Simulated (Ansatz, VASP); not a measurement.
## Two plane-wave programs on In3As

```
CELL_PARAMETERS angstrom
4.08440 0.00000 0.00000
0.00000 4.60214 0.00000
0.00000 0.00000 4.60214
ATOMIC_POSITIONS crystal
In 0.00000 0.50000 0.50000
In 0.50000 0.00000 0.50000
In 0.50000 0.50000 0.00000
As 0.00000 0.00000 0.00000
```

Change from the starting cell: strain -0.1125 x Voigt [1, 0, 0, 0, 0, 0], atoms carried along.

Alike in both runs: task single point; functional PBE; dispersion D3(BJ); k mesh 10 × 10 × 10; occupations gaussian, width 0.15 eV; no spin polarisation.

```csv
,VASP,Ansatz
version,VASP 6.6.1,Ansatz 0.2.0
potentials or method,"VASP PAW PBE potentials, release 64 (In_d, As), cutoff 520 eV","scalar-relativistic, plane waves, PAW"
valence electrons in the cell,44,54
```

|  | VASP | Ansatz | Ansatz less VASP |
| --- | --- | --- | --- |
| gap on the k mesh at the Fermi level (eV) | none | none | - |
| pressure (GPa) | 7.6 | 7.6 | -0.04 |
| traceless stress, the component that is largest in VASP (GPa) | -0.36 | -0.36 | -0.002 |

A gap of «none» marks a metal or a gap that the smearing closes. VASP's potentials hold 44 valence electrons a cell and Ansatz's 54, so a difference there can come from the potentials and not from the codes.
